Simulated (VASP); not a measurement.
A run of VASP 6.6.1 is set up as follows.

Contents of INCAR:

```
SYSTEM = ScHO2
  PREC = Accurate
  ENCUT = 520
  EDIFF = 1E-8
  ISMEAR = 0
  SIGMA = 0.01
  LREAL = .False.
  LASPH = .True.
  NELM = 100
  ALGO = Normal
  ISIF = 2
  LWAVE = .False.
  LCHARG = .False.
  IBRION = 8
  NSW = 1
```

The input KPOINTS:

```
regular mesh
0
Gamma
  6 6 6
  0 0 0
```

Contents of POSCAR:

```
ScHO2
1.0
    1.6165890400      0.9333381200      4.5309241600
   -1.6165890400      0.9333381200      4.5309241600
    0.0000000000     -1.8666762400      4.5309241600
Sc H O
1 1 2
Direct
    0.0000000000      0.0000000000      0.0000000000
    0.4999999993      0.4999999993      0.4999999993
    0.5897009997      0.5897009997      0.5897009997
    0.4102989996      0.4102989996      0.4102989996
```

Potentials or basis: VASP PAW LDA potentials, release 64 (Sc_sv, H, O).

Command:

```sh
$ cat potpaw_LDA.64/Sc_sv/POTCAR potpaw_LDA.64/H/POTCAR potpaw_LDA.64/O/POTCAR > POTCAR
$ mpirun -np 1 vasp_std > vasp.out
```

**Question.** Estimate the highest phonon frequency at Γ, LO-TO splitting left out.

**Answer.** 1203 cm⁻¹.

**Question.** What does it give for the most unstable mode?

**Answer.** 640i cm⁻¹.

Phonon frequencies in cm⁻¹ (negative: imaginary):
```tsv
q point	frequencies
(0.000, 0.000, 0.000)	-640 0 0 0 270 270 349 349 737 746 1203 1203
```

Caveat: the k points lie up to 0.38 Å⁻¹ apart; the cell stands under pressure or tension, which shifts response properties; some modes are imaginary.
